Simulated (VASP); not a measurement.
A run of VASP 6.6.1:

The input INCAR:

```
SYSTEM = Sb
PREC = Accurate
ENCUT = 520
EDIFF = 1E-6
ISMEAR = -1
SIGMA = 0.05
LREAL = .False.
LASPH = .True.
NELM = 60
ALGO = Normal
ISIF = 2
LWAVE = .False.
LCHARG = .True.
LDIPOL = .True.
IDIPOL = 3
DIPOL = 0.5 0.5 0.500
GGA = PE
LELF = .True.
LVHAR = .True.
LVACPOTAV = .True.
NBANDS = 18
```

The input KPOINTS:

```
regular mesh
0
Gamma
  10 10 1
  0 0 0
```

POSCAR

```
Sb
1.0
    3.3880510193      0.0000000000      0.0000000000
    0.0000000000      3.3880510193      0.0000000000
    0.0000000000      0.0000000000     23.1871000000
Sb
4
Direct
    0.2500000000      0.2500000000      0.3572124711
    0.7500000000      0.7500000000      0.4419202006
    0.2500000000      0.2500000000      0.5580797843
    0.7500000000      0.7500000000      0.6427875433
```

Potentials or basis: VASP PAW PBE potentials, release 64 (Sb).

The run is started by

```console
$ cat potpaw_PBE.64/Sb/POTCAR > POTCAR
$ mpirun -np 1 vasp_std > vasp.out
```

Hardware: 1 thread of AMD EPYC 7R13, with other jobs on the host.

Task: Estimate the wall time of this run.

Result: Run time: 5.2 min on 1 thread of AMD EPYC 7R13, with other jobs on the host, peak memory 0.37 GiB. Counts: scf iterations 21, k points 21.
